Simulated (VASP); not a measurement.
# MgS (R-3m) in VASP: a series of runs

The runs below take MgS through single point, with LDA.

Everything below comes from runs of VASP 6.6.1. Logs are shortened: lines on timing, memory, paths and dates and some standing lists are left out, and cuts for length are marked.

## (1) The cell of the first run

It takes space group R-3m (No. 166, trigonal). The conventional cell has a = 3.661 Å, b = 3.661 Å, c = 9.103 Å, α = 90.00°, β = 90.00°, γ = 120.00°. Within 3.4 Å of Mg (site symmetry -3m) lie 6 S at 2.60 Å. S (site symmetry -3m) has 6 Mg at 2.60 Å within 3.4 Å.

## (2) Single point, LDA (equal xy, yz and zx shear strains of +1 %)

INCAR reads:

```
SYSTEM = MgS
PREC = Accurate ; ENCUT = 520
EDIFF = 1E-6 ; ISMEAR = -1
SIGMA = 0.01 ; LREAL = .FALSE.
LASPH = .TRUE. ; NELM = 60
ALGO = Normal ; ISIF = 2
LWAVE = .FALSE. ; LCHARG = .FALSE.
NBANDS = 11
```

KPOINTS reads:

```
regular mesh
0
G
  8 8 8
  0 0 0
```

POSCAR reads:

```
MgS
1.0
    0.0260165000      2.6146582500      2.6146582500
    2.6146582500      0.0260165000      2.6146582500
    2.6146582500      2.6146582500      0.0260165000
Mg S
1 1
Direct
    0.0000000000      0.0000000000      0.0000000000
    0.5000000000      0.5000000000      0.5000000000
```

Potentials or basis: VASP PAW LDA potentials, release 64 (Mg, S).

Command:

```sh
$ cat potpaw_LDA.64/Mg/POTCAR potpaw_LDA.64/S/POTCAR > POTCAR
$ mpirun -np 1 vasp_std > vasp.out
```

OUTCAR:

```text
SYSTEM = MgS
   PREC = Accurate
   ENCUT = 520
   EDIFF = 1E-6
   ISMEAR = -1
   LREAL = .FALSE.
   LASPH = .TRUE.
   NELM = 60
   ISIF = 2

 ion  position               nearest neighbor table
   1  0.000  0.000  0.000-   2 2.60   2 2.60   2 2.60   2 2.60   2 2.60   2 2.60
   2  0.500  0.500  0.500-   1 2.60   1 2.60   1 2.60   1 2.60   1 2.60   1 2.60

  LATTYP: Found a trigonal (rhomboedric) cell.
 ALAT       =     3.6977766816
 COS(alpha) =     0.5099250056

  Lattice vectors:

 A1 = (   0.0260165000,   2.6146582500,   2.6146582500)
 A2 = (   2.6146582500,   0.0260165000,   2.6146582500)
 A3 = (   2.6146582500,   2.6146582500,   0.0260165000)

Analysis of symmetry for initial positions (statically):
=====================================================================
 Subroutine PRICEL returns:
 Original cell was already a primitive cell.

 Routine SETGRP: Setting up the symmetry group for a
 trigonal (rhombohedral) supercell.

 Subroutine GETGRP returns: Found 12 space group operations
 (whereof 12 operations were pure point group operations)
 out of a pool of 12 trial point group operations.

The static configuration has the point symmetry D_3d.

Analysis of symmetry for dynamics (positions and initial velocities):
=====================================================================
 Subroutine PRICEL returns:
 Original cell was already a primitive cell.

 Routine SETGRP: Setting up the symmetry group for a
 trigonal (rhombohedral) supercell.

 Subroutine GETGRP returns: Found 12 space group operations
 (whereof 12 operations were pure point group operations)
 out of a pool of 12 trial point group operations.

The dynamic configuration has the point symmetry D_3d.

 Subroutine INISYM returns: Found 12 space group operations
 (whereof 12 operations are pure point group operations),
 and found     1 'primitive' translations

----------------------------------------------------------------------------------------

                                     Primitive cell

  volume of cell :      35.2163

  direct lattice vectors                    reciprocal lattice vectors
     0.026016500  2.614658250  2.614658250    -0.194107681  0.192195290  0.192195290
     2.614658250  0.026016500  2.614658250     0.192195290 -0.194107681  0.192195290
     2.614658250  2.614658250  0.026016500     0.192195290  0.192195290 -0.194107681

  length of vectors
     3.697776682  3.697776682  3.697776682     0.333999777  0.333999777  0.333999777

  position of ions in fractional coordinates (direct lattice)
     0.000000000  0.000000000  0.000000000
     0.500000000  0.500000000  0.500000000

  ion indices of the primitive-cell ions
   primitive index   ion index
                 1           1
                 2           2

----------------------------------------------------------------------------------------

 KPOINTS: regular mesh

Automatic generation of k-mesh.
 Grid dimensions read from file:
 generate k-points for:    8    8    8

 Generating k-lattice:

  Cartesian coordinates                     Fractional coordinates (reciprocal lattice)
    -0.024263460  0.024024411  0.024024411     0.125000000  0.000000000  0.000000000
     0.024024411 -0.024263460  0.024024411     0.000000000  0.125000000  0.000000000
     0.024024411  0.024024411 -0.024263460     0.000000000  0.000000000  0.125000000

  Length of vectors
     0.041749972  0.041749972  0.041749972

  Shift w.r.t. Gamma in fractional coordinates (k-lattice)
     0.000000000  0.000000000  0.000000000

 Subroutine IBZKPT returns following result:
 ===========================================

 Found     65 irreducible k-points:

 Following reciprocal coordinates:
            Coordinates               Weight
  0.000000  0.000000  0.000000      1.000000
  0.125000  0.000000  0.000000      6.000000
  0.250000  0.000000  0.000000      6.000000
  0.375000  0.000000  0.000000      6.000000
  0.500000  0.000000  0.000000      3.000000
  0.125000  0.125000  0.000000      6.000000
[... 16 lines left out ...]
  0.250000  0.125000  0.125000      6.000000
  0.375000  0.125000  0.125000      6.000000
 [... further k-points ...]
   k-points           NKPTS =     65   k-points in BZ     NKDIM =     65   number of bands    NBANDS=     11
   number of dos      NEDOS =    301   number of ions     NIONS =      2
   total plane-waves  NPLWV =  21952
   dimension x,y,z NGX =    28 NGY =   28 NGZ =   28
   dimension x,y,z NGXF=    56 NGYF=   56 NGZF=   56
   ions per type =               1   1
   NGX,Y,Z   is equivalent  to a cutoff of  12.59, 12.59, 12.59 a.u.
   NGXF,Y,Z  is equivalent  to a cutoff of  25.18, 25.18, 25.18 a.u.
 SYSTEM =  MgS
   PREC   = accura    normal or accurate (medium, high low for compatibility)
   ISTART =      0    job   : 0-new  1-cont  2-samecut
   ICHARG =      2    charge: 1-file 2-atom 10-const
   ISPIN  =      1    spin polarized calculation?
   LNONCOLLINEAR =      F non collinear calculations
   LSORBIT =      F    spin-orbit coupling
   LASPH  =      T    aspherical Exc in radial PAW
   ENCUT  =  520.0 eV  38.22 Ry    6.18 a.u.   6.88  6.88  6.88*2*pi/ulx,y,z
   NELM   =     60;   NELMIN=  2; NELMDL= -5     # of ELM steps
   EDIFF  = 0.1E-05   stopping-criterion for ELM
   LREAL  =      F    real-space projection
   EDIFFG = 0.1E-04   stopping-criterion for IOM
   NSW    =      0    number of steps for IOM
   IBRION =     -1    ionic relax: 0-MD 1-quasi-New 2-CG
   NFREE  =      0    steps in history (QN), initial steepest desc. (CG)
   ISIF   =      2    stress and relaxation
   ISYM   =      2    0-nonsym 1-usesym 2-fastsym
   POTIM  = 0.5000    time-step for ionic-motion
   TEBEG  =    0.0;   TEEND  =   0.0 temperature during run
   PSTRESS=    0.0 pullay stress
   NELECT =       8.0000    total number of electrons
   NUPDOWN=      -1.0000    fix difference up-down
   EMIN   =  10.00;   EMAX   =-10.00  energy-range for DOS
   EFERMI =   0.00;   METHOD = LEGACY
   ISMEAR =    -1;   SIGMA  =   0.01  broadening in eV -4-tet -1-fermi 0-gaus
   EFERMI_NEDOS =   21; number of points for ismear=-14 and -15
   IALGO  =     38    algorithm
   IMIX   =      4    mixing-type and parameters
     AMIX     =   0.40;   BMIX     =  1.00
     AMIX_MAG =   1.60;   BMIX_MAG =  1.00
  volume/ion in A,a.u.               =      17.61       118.83
  Fermi-wavevector in a.u.,A,eV,Ry     =   0.998903  1.887654 13.575999  0.997808
  Thomas-Fermi vector in A             =   2.131158
   LORBIT       =      0    0 simple, 1 ext, 2 COOP (PROOUT), +10 PAW based schemes
   GGA     = CA    functional components
   LHFCALC =     F    Hartree Fock is set to
   AEXX    =    0.0000 exact exchange contribution
   IVDW    =     0    specifies the selected vdW correction
   LEPSILON=     F    determine dielectric tensor
   LRPA    =     F    only Hartree local field effects (RPA)
 non-spin polarized calculation
  energy-cutoff  :      520.00
  volume of cell :       35.22
 maximum number of plane-waves:       960
   NGX = 13   NGY = 13   NGZ = 13

 number of electron       8.0000000 magnetization

 Free energy of the ion-electron system (eV)
  ---------------------------------------------------
  ext. energy  EPLUGINS =         0.00000000
  ---------------------------------------------------
  free energy    TOTEN  =        -9.56958203 eV

  energy without entropy =       -9.56958203  energy(sigma->0) =       -9.56958203

 E-fermi :   3.8110     XC(G=0):  -9.9883

 val. band max:        3.6283616475   @ k =   0.0000   0.0000   0.0000
 cond. band min:       6.1364712512   @ k =   0.5000   0.5000   0.0000
 fundamental gap:      2.5081096037
 Fermi energy:         3.8109518657

 k-point     1 :       0.0000    0.0000    0.0000
  band No.  band energies     occupation
      1      -9.0590      2.00000
      2       3.4894      2.00000
      3       3.6284      2.00000
      4       3.6284      2.00000
      5       7.0688      0.00000
      6      11.2583      0.00000
      7      11.5041      0.00000
      8      11.5041      0.00000
      9      13.8495      0.00000
     10      13.8495      0.00000
     11      15.9187      0.00000

 k-point     2 :       0.1250    0.0000    0.0000
  band No.  band energies     occupation
      1      -8.9042      2.00000
      2       2.5324      2.00000
      3       3.4061      2.00000
      4       3.5209      2.00000
      5       7.8801      0.00000
      6      11.1320      0.00000
      7      11.5477      0.00000
      8      11.7409      0.00000
      9      13.1175      0.00000
     10      13.1940      0.00000
     11      15.9684      0.00000

 k-point     3 :       0.2500    0.0000    0.0000
  band No.  band energies     occupation
      1      -8.4845      2.00000
      2       0.7476      2.00000
      3       3.1887      2.00000
      4       3.2875      2.00000
      5       8.3282      0.00000
      6      11.1708      0.00000
      7      11.2823      0.00000
      8      11.7560      0.00000
      9      13.6361      0.00000
     10      13.8558      0.00000
     11      15.1661      0.00000

 k-point     4 :       0.3750    0.0000    0.0000
  band No.  band energies     occupation
      1      -7.9690      2.00000
      2      -0.7191      2.00000
      3       2.9993      2.00000
      4       3.0828      2.00000
      5       8.0597      0.00000
      6      10.4811      0.00000
      7      10.5992      0.00000
      8      13.1306      0.00000
      9      14.9048      0.00000
     10      15.6146      0.00000
     11      15.8666      0.00000
[... 239 lines left out ...]
 k-point    22 :       0.1250    0.1250    0.1250
  band No.  band energies     occupation
      1      -8.9096      2.00000
      2       2.4159      2.00000
      3       3.5308      2.00000
      4       3.5308      2.00000
      5       7.9156      0.00000
      6      10.9716      0.00000
      7      11.7413      0.00000
      8      11.7413      0.00000
      9      13.2022      0.00000
     10      13.2022      0.00000
     11      16.0418      0.00000

 k-point    23 :       0.2500    0.1250    0.1250
  band No.  band energies     occupation
      1      -8.6695      2.00000
      2       1.5679      2.00000
      3       2.8454      2.00000
      4       3.5184      2.00000
      5       8.7919      0.00000
      6      10.6629      0.00000
      7      11.5665      0.00000
      8      11.9463      0.00000
      9      12.1569      0.00000
     10      14.2041      0.00000
     11      16.9551      0.00000

 k-point    24 :       0.3750    0.1250    0.1250
  band No.  band energies     occupation
      1      -8.2125      2.00000
      2       0.2319      2.00000
      3       2.2899      2.00000
      4       3.2803      2.00000
      5       9.0686      0.00000
      6      10.5328      0.00000
      7      11.1080      0.00000
      8      11.6636      0.00000
      9      13.4920      0.00000
     10      16.0446      0.00000
     11      16.2663      0.00000

 [... further k-points ...]
[... 5 lines left out ...]
  --------------------------------------------------------------------------------------
  -------------------------------------------------------------------------------------
  Total       -0.8450026     -0.8450026     -0.8450026     -0.1211980     -0.1211980     -0.1211980
  in kB      -38.4436370    -38.4436370    -38.4436370     -5.5139398     -5.5139398     -5.5139398
  external PRESSURE =     -38.4436370 kB  Pullay stress =       0.0000000 kB

 VOLUME and BASIS-vectors are now :
 -----------------------------------------------------------------------------
  energy-cutoff  :      520.00
  volume of cell :       35.22
      direct lattice vectors                 reciprocal lattice vectors
     0.026016500  2.614658250  2.614658250    -0.194107681  0.192195290  0.192195290
     2.614658250  0.026016500  2.614658250     0.192195290 -0.194107681  0.192195290
     2.614658250  2.614658250  0.026016500     0.192195290  0.192195290 -0.194107681

 POSITION                                       TOTAL-FORCE (eV/Angst)
 -----------------------------------------------------------------------------------
      0.00000      0.00000      0.00000         0.000000      0.000000     -0.000000
      2.62767      2.62767      2.62767        -0.000000     -0.000000      0.000000
 -----------------------------------------------------------------------------------
    total drift:                                0.000000      0.000000      0.000000

  FREE ENERGIE OF THE ION-ELECTRON SYSTEM (eV)
  ---------------------------------------------------
  free  energy   TOTEN  =        -9.5695820335 eV

  energy  without entropy=       -9.5695820335  energy(sigma->0) =       -9.56958203
```

It took 19 s on 1 thread of Intel Xeon 6975P-C (Granite Rapids), shared host; peak memory 0.15 GiB.

What came out:

```yaml
Free_energy: -9.5696 eV
Pressure: -3.8 GPa
Band_gap_on_the_k_mesh: 2.51 eV, indirect (least direct gap 3.44 eV)
```

Levels at points of the mesh, in eV from the valence-band top:
```csv
k point,band 1,band 2,band 3,band 4,band 5,band 6,band 7,band 8
"(0.00, 0.00, 0.00)",-12.69,-0.14,0.00,0.00,3.44,7.63,7.88,7.88
"(0.50, 0.00, 0.00)",-11.34,-4.94,-0.70,-0.62,4.29,6.60,6.72,9.79
"(0.50, 0.50, 0.00)",-10.97,-4.30,-1.82,-1.69,2.51,4.21,11.73,12.71
"(0.50, 0.50, 0.50)",-11.39,-5.00,-0.57,-0.57,4.43,6.81,6.81,9.82
```

Caveat: the cell differs from its parent crystal (equal xy, yz and zx shear strains of +1 %).

(Continued in part 2 of 2.)
